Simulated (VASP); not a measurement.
# KBr: single point with PBE

KBr:

```
K Br
1.0
     2.74548   -2.99326    0.20141
     2.74548    2.99326    0.20141
    -0.31587    0.00000    3.99913
K Br
1 1
Direct
  0.50000 0.50000 0.50000
  0.00000 0.00000 0.00000
```

- Program: VASP 6.6.1
- Task: single point
- Functional: PBE
- Potentials or basis: VASP PAW PBE potentials, release 64 (K_sv, Br)
- Cutoff: 500 eV
- k mesh: 4 × 4 × 3
- Occupations: gaussian, width 0.15 eV
- Spin: no spin polarisation

The pressure is 0.2 GPa. The band gap on the k mesh is 3.83 eV, indirect (least direct gap 4.07 eV).

Stress tensor (GPa, compression positive):
```
 0.22  0.00  0.01
 0.00 -0.35  0.00
 0.01  0.00  0.61
```

Levels at points of the mesh, in eV from the valence-band top:
```
           k point  band 6  band 7  band 8  band 9  band 10  band 11
(0.00, 0.00, 0.00)   -0.37   -0.26   -0.25    3.83     5.83     5.84
(0.50, 0.00, 0.00)   -1.97   -0.31   -0.23    6.43     7.16     7.57
(0.50, 0.50, 0.00)   -1.48   -1.33    0.00    5.18     6.54     8.06
```

Run time: 28 s on 1 thread of Intel Xeon 8259CL, on a shared host, peak memory 0.17 GiB.

Caveat: the k points lie up to 0.52 Å⁻¹ apart. A k mesh can miss the band edges.
